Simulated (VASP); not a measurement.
The system is Pb.

```
Pb
1.0
     0.00000    2.47502    2.47502
     2.47502    0.00000    2.47502
     2.47502    2.47502    0.00000
Pb
1
Direct
  0.00000 0.00000 0.00000
```

Program: VASP 6.6.1. Alike in all runs: task single point; no spin polarisation; cell as given; cutoff (eV) 520; smearing fermi-dirac 0.05 eV. Hardware: 1 thread of Intel(R) Xeon(R) Platinum 8375C CPU @ 2.90GHz (Ice Lake), with other jobs on the host.

Task: Order these runs on this cell by their wall time, lowest first.
A. level LDA; potentials or basis VASP PAW LDA potentials, release 64 (Pb_d); k mesh 9 × 9 × 9
B. level PBE; potentials or basis VASP PAW PBE potentials, release 64 (Pb_d); k mesh 9 × 9 × 9
C. level HSE06; potentials or basis VASP PAW PBE potentials, release 64 (Pb_d); k mesh 5 × 5 × 5; grid for exact exchange (PRECFOCK) Normal; screening parameter 0.2079 1/Å

Result: B (7.9 s), A (21 s), C (470 s).

Caveats: some runs use coarse meshes.
